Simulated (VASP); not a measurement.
# CsRu (P1) in VASP: single point with PBE

Aim: the single point of CsRu with PBE.

Everything below comes from runs of VASP 6.6.1. Logs are shortened: lines on timing, memory, paths and dates and some standing lists are left out, and cuts for length are marked.

### 1 The cell of the first run

The typed cell holds 2 atoms: a = 4.176 Å, b = 4.176 Å, c = 4.524 Å, α = 90.00°, β = 90.00°, γ = 120.00°.

### 2 Single point, PBE

Input file INCAR:

```
SYSTEM = CsRu
  PREC = Accurate
  ENCUT = 560
  EDIFF = 1E-6
  ISMEAR = 1
  SIGMA = 0.005
  LREAL = .FALSE.
  LASPH = .TRUE.
  NELM = 120
  ALGO = Normal
  ISIF = 2
  LWAVE = .FALSE.
  LCHARG = .FALSE.
  GGA = PE
  NBANDS = 20
  GGA_COMPAT = .FALSE.
```

Input file KPOINTS:

```
regular mesh
0
G
  5 5 4
  0 0 0
```

Input file POSCAR:

```
CsRu
1.0
    4.1756000900      0.0000000000      0.0000000000
   -2.0878000500      3.6161757600      0.0000000000
    0.0000000000      0.0000000000      4.5241393300
Cs Ru
1 1
Direct
   -0.0112100000     -0.0023170000      0.0400830000
    0.3354210000      0.6848380000      0.4922730000
```

Potentials or basis: VASP PAW PBE potentials, release 64 (Cs_sv, Ru_sv).

Started as:

```bash
> cat potpaw_PBE.64/Cs_sv/POTCAR potpaw_PBE.64/Ru_sv/POTCAR > POTCAR
> mpirun -np 1 vasp_std > vasp.out
```

OUTCAR:

```text
SYSTEM = CsRu
   PREC = Accurate
   ENCUT = 560
   EDIFF = 1E-6
   ISMEAR = 1
   LREAL = .FALSE.
   LASPH = .TRUE.
   NELM = 120
   ISIF = 2
   GGA = PE

 ion  position               nearest neighbor table
   1  0.989  0.998  0.040-
   2  0.335  0.685  0.492-

  LATTYP: Found a hexagonal cell.
 ALAT       =     4.1756000900
 C/A-ratio  =     1.0834704551

  Lattice vectors:

 A1 = (   4.1756000900,   0.0000000000,   0.0000000000)
 A2 = (  -2.0878000500,   3.6161757600,   0.0000000000)
 A3 = (   0.0000000000,   0.0000000000,   4.5241393300)

Analysis of symmetry for initial positions (statically):
=====================================================================
 Subroutine PRICEL returns:
 Original cell was already a primitive cell.

 Routine SETGRP: Setting up the symmetry group for a
 hexagonal supercell.

 Subroutine GETGRP returns: Found  1 space group operations
 (whereof  1 operations were pure point group operations)
 out of a pool of 24 trial point group operations.

The static configuration has the point symmetry C_1 .

Analysis of symmetry for dynamics (positions and initial velocities):
=====================================================================
 Subroutine PRICEL returns:
 Original cell was already a primitive cell.

 Routine SETGRP: Setting up the symmetry group for a
 hexagonal supercell.

 Subroutine GETGRP returns: Found  1 space group operations
 (whereof  1 operations were pure point group operations)
 out of a pool of 24 trial point group operations.

The dynamic configuration has the point symmetry C_1 .

 Subroutine INISYM returns: Found  1 space group operations
 (whereof  1 operations are pure point group operations),
 and found     1 'primitive' translations

----------------------------------------------------------------------------------------

                                     Primitive cell

  volume of cell :      68.3132

  direct lattice vectors                    reciprocal lattice vectors
     4.175600090  0.000000000  0.000000000     0.239486536  0.138267616  0.000000000
    -2.087800050  3.616175760  0.000000000     0.000000000  0.276535231  0.000000000
     0.000000000  0.000000000  4.524139330     0.000000000  0.000000000  0.221036517

  length of vectors
     4.175600090  4.175600098  4.524139330     0.276535232  0.276535231  0.221036517

  position of ions in fractional coordinates (direct lattice)
[... 75 lines left out ...]
   LSORBIT =      F    spin-orbit coupling
   LASPH  =      T    aspherical Exc in radial PAW
   ENCUT  =  560.0 eV  41.16 Ry    6.42 a.u.   8.06  8.06  8.73*2*pi/ulx,y,z
   NELM   =    120;   NELMIN=  2; NELMDL= -5     # of ELM steps
   EDIFF  = 0.1E-05   stopping-criterion for ELM
   LREAL  =      F    real-space projection
   EDIFFG = 0.1E-04   stopping-criterion for IOM
   NSW    =      0    number of steps for IOM
   IBRION =     -1    ionic relax: 0-MD 1-quasi-New 2-CG
   NFREE  =      0    steps in history (QN), initial steepest desc. (CG)
   ISIF   =      2    stress and relaxation
   ISYM   =      2    0-nonsym 1-usesym 2-fastsym
   POTIM  = 0.5000    time-step for ionic-motion
   TEBEG  =    0.0;   TEEND  =   0.0 temperature during run
   PSTRESS=    0.0 pullay stress
   NELECT =      25.0000    total number of electrons
   NUPDOWN=      -1.0000    fix difference up-down
   EMIN   =  10.00;   EMAX   =-10.00  energy-range for DOS
   EFERMI =   0.00;   METHOD = LEGACY
   ISMEAR =     1;   SIGMA  =   0.01  broadening in eV -4-tet -1-fermi 0-gaus
   EFERMI_NEDOS =   21; number of points for ismear=-14 and -15
   IALGO  =     38    algorithm
   IMIX   =      4    mixing-type and parameters
     AMIX     =   0.40;   BMIX     =  1.00
     AMIX_MAG =   1.60;   BMIX_MAG =  1.00
  volume/ion in A,a.u.               =      34.16       230.50
  Fermi-wavevector in a.u.,A,eV,Ry     =   1.170990  2.212851 18.656563  1.371219
  Thomas-Fermi vector in A             =   2.307441
   LORBIT       =      0    0 simple, 1 ext, 2 COOP (PROOUT), +10 PAW based schemes
   GGA     = PE    functional components
   LHFCALC =     F    Hartree Fock is set to
   AEXX    =    0.0000 exact exchange contribution
   IVDW    =     0    specifies the selected vdW correction
   LEPSILON=     F    determine dielectric tensor
   LRPA    =     F    only Hartree local field effects (RPA)
 non-spin polarized calculation
 Methfessel and Paxton  Order N= 1 SIGMA  =   0.01
  energy-cutoff  :      560.00
  volume of cell :       68.31
 maximum number of plane-waves:      2084
   NGX = 17   NGY = 17   NGZ = 17

 number of electron      24.9999996 magnetization

 Free energy of the ion-electron system (eV)
  ---------------------------------------------------
  ext. energy  EPLUGINS =         0.00000000
  ---------------------------------------------------
  free energy    TOTEN  =        -5.10023247 eV

  energy without entropy =       -5.10013630  energy(sigma->0) =       -5.10020042

 E-fermi :   3.7029     XC(G=0):  -9.2440

 val. band max:        3.7028159732   @ k =  -0.4000   0.2000   0.2500
 cond. band min:       3.7031936839   @ k =   0.4000  -0.2000   0.2500
 fundamental gap:      0.0003777107
 Fermi energy:         3.7028611390

 k-point     1 :       0.0000    0.0000    0.0000
  band No.  band energies     occupation
      1     -67.3149      2.00000
      2     -37.4611      2.00000
      3     -37.4575      2.00000
      4     -37.2640      2.00000
      5     -18.1911      2.00000
      6      -4.9617      2.00000
[... 541 lines left out ...]
     19      11.8797      0.00000
     20      11.9735      0.00000

 [... further k-points ...]

------------------------ aborting loop because EDIFF is reached ----------------------------------------

  FORCE on cell =-STRESS in cart. coord.  units (eV):
  Direction    XX          YY          ZZ          XY          YZ          ZX
  --------------------------------------------------------------------------------------
  -------------------------------------------------------------------------------------
  Total       -2.0977924     -2.1554631     -0.2582415      0.0103055      0.0187751      0.0133008
  in kB      -49.2004069    -50.5529826     -6.0566459      0.2417002      0.4403407      0.3119493
  external PRESSURE =     -35.2700118 kB  Pullay stress =       0.0000000 kB

 VOLUME and BASIS-vectors are now :
 -----------------------------------------------------------------------------
  energy-cutoff  :      560.00
  volume of cell :       68.31
      direct lattice vectors                 reciprocal lattice vectors
     4.175600090  0.000000000  0.000000000     0.239486536  0.138267616  0.000000000
    -2.087800050  3.616175760  0.000000000     0.000000000  0.276535231  0.000000000
     0.000000000  0.000000000  4.524139330     0.000000000  0.000000000  0.221036517

 POSITION                                       TOTAL-FORCE (eV/Angst)
 -----------------------------------------------------------------------------------
      2.04583      3.60780      0.18134        -0.005298     -0.040932     -0.186941
     -0.02922      2.47649      2.22711         0.005298      0.040932      0.186941
 -----------------------------------------------------------------------------------
    total drift:                                0.000330      0.000323     -0.000923

  FREE ENERGIE OF THE ION-ELECTRON SYSTEM (eV)
  ---------------------------------------------------
  free  energy   TOTEN  =        -5.1002324745 eV

  energy  without entropy=       -5.1001362961  energy(sigma->0) =       -5.10020042
```

OSZICAR:

```text
N       E                     dE             d eps       ncg     rms          rms(c)
DAV:   1     0.186276646649E+03    0.18628E+03   -0.15220E+04  2400   0.121E+03
DAV:   2     0.476293611742E+01   -0.18151E+03   -0.17544E+03  2520   0.302E+02
DAV:   3    -0.523143795811E+01   -0.99944E+01   -0.97322E+01  2416   0.658E+01
DAV:   4    -0.539099586147E+01   -0.15956E+00   -0.15928E+00  2312   0.857E+00
DAV:   5    -0.539313965419E+01   -0.21438E-02   -0.21435E-02  2364   0.104E+00    0.453E+00
DAV:   6    -0.524981789980E+01    0.14332E+00   -0.32235E+00  2296   0.625E+00    0.535E+00
DAV:   7    -0.512222871419E+01    0.12759E+00   -0.10936E+00  2260   0.441E+00    0.197E+00
DAV:   8    -0.510970713632E+01    0.12522E-01   -0.13095E-01  2232   0.120E+00    0.130E+00
DAV:   9    -0.509996823814E+01    0.97389E-02   -0.36710E-02  2300   0.999E-01    0.239E-01
DAV:  10    -0.510002956571E+01   -0.61328E-04   -0.97766E-04  2288   0.184E-01    0.160E-01
DAV:  11    -0.510023255724E+01   -0.20299E-03   -0.90864E-04  2116   0.149E-01    0.155E-01
DAV:  12    -0.510022553990E+01    0.70173E-05   -0.34279E-04  2224   0.768E-02    0.645E-02
DAV:  13    -0.510021988337E+01    0.56565E-05   -0.70466E-05  2320   0.328E-02    0.300E-02
DAV:  14    -0.510023173907E+01   -0.11856E-04   -0.19948E-05  2140   0.238E-02    0.189E-02
DAV:  15    -0.510023247447E+01   -0.73540E-06   -0.67352E-06  2236   0.116E-02
   1 F= -.51002325E+01 E0= -.51002004E+01  d E =-.961784E-04
```

stdout:

```text
POSCAR found type information on POSCAR CsRu
 POSCAR found :  2 types and       2 ions
 scaLAPACK will be used
 LDA part: xc-table for (Slater+PW92), standard interpolation
 POSCAR, INCAR and KPOINTS ok, starting setup
 FFT: planning ... GRIDC
 FFT: planning ... GRID_SOFT
 FFT: planning ... GRID
 WAVECAR not read
 entering main loop
```

Wall time 38 s (1 thread of AMD EPYC 9R45 (Zen 5), shared host); peak memory 0.2 GiB.

Results:

```yaml
Free_energy: -5.1002 eV
Pressure: -3.5 GPa
Largest_force: 0.191 eV/Å
Band_gap_on_the_k_mesh: zero (an odd number of electrons rules out a gap without spin polarisation)
```

Forces in eV/Å, atoms in the order of the input:
```
Cs  -0.005 -0.041 -0.187
Ru   0.005  0.041  0.187
```

Levels at points of the mesh, in eV from the Fermi level:
| k point | band 8 | band 9 | band 10 | band 11 | band 12 | band 13 | band 14 | band 15 | band 16 | band 17 |
| --- | --- | --- | --- | --- | --- | --- | --- | --- | --- | --- |
| (0.00, 0.00, 0.00) | -8.27 | -2.20 | -1.16 | -0.42 | -0.39 | -0.34 | -0.26 | 3.72 | 4.37 | 4.46 |
| (0.00, 0.00, 0.50) | -8.22 | -0.72 | -0.70 | -0.62 | -0.41 | -0.34 | 0.80 | 1.09 | 5.89 | 5.99 |

Caveat: the cell stands under tension; spin-orbit coupling is left out, which moves the levels of the heavy elements.
